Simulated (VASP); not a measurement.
Here is a VASP 6.6.1 calculation.

Contents of INCAR:

```
SYSTEM = AlP5
PREC     = Accurate       ! precision mode
ENCUT    = 600            ! plane-wave cutoff, eV
EDIFF    = 1E-6           ! SCF threshold, eV
ISMEAR   = 0              ! smearing method
SIGMA    = 0.1            ! smearing width, eV
LREAL    = .FALSE.        ! projectors in reciprocal space
LASPH    = .TRUE.         ! aspherical terms in the spheres
NELM     = 100            ! most SCF steps
ALGO     = Normal         ! electronic algorithm
ISIF     = 3              ! what is computed and relaxed
LWAVE    = .FALSE.        ! write WAVECAR
LCHARG   = .FALSE.        ! write CHGCAR
GGA      = PE             ! functional
IBRION   = 2              ! ionic algorithm
NSW      = 100            ! ionic steps
EDIFFG   = -0.01          ! ionic threshold
```

The input KPOINTS:

```
Automatic mesh
0
G
  12 12 10
  0 0 0
```

Contents of POSCAR:

```
AlP5
1.0
    5.1098881860      0.0000000000      0.0000000000
   -2.5549440930      4.4252929795      0.0000000000
    0.0000000000      0.0000000000      4.2712123641
Al P
1 5
Direct
    0.0000000000      0.0000000000      0.0000000000
    0.5000000000      0.0000000000      0.5000000000
    0.5000000000      0.5000000000      0.5000000000
    0.0000000000      0.5000000000      0.5000000000
    0.3333333333      0.6666666667      0.0000000000
    0.6666666667      0.3333333333      0.0000000000
```

Potentials or basis: VASP PAW PBE potentials, release 64 (Al, P).

Run with:

```sh
$ cat potpaw_PBE.64/Al/POTCAR potpaw_PBE.64/P/POTCAR > POTCAR
$ mpirun -np 1 vasp_std > vasp.out
```

**Question.** Estimate the band gap on the k mesh.

**Answer.** Zero (band 14 reaches 9.08 eV, above the bottom of band 15 at 6.80 eV).

**Question.** Estimate the space group after relaxing (to 0.05 Å).

**Answer.** P6/mmm (No. 191).

Final structure:
```xyz
6
Lattice="4.7577 0.0000 0.0000 -2.3788 4.1203 0.0000 0.0000 0.0000 4.9638" Properties=species:S:1:pos:R:3 pbc="T T T"
Al    0.0000    0.0000    0.0000
P     2.3788    0.0000    2.4819
P     1.1894    2.0601    2.4819
P    -1.1894    2.0601    2.4819
P     0.0000    2.7468    0.0000
P     2.3788    1.3734    0.0000
```
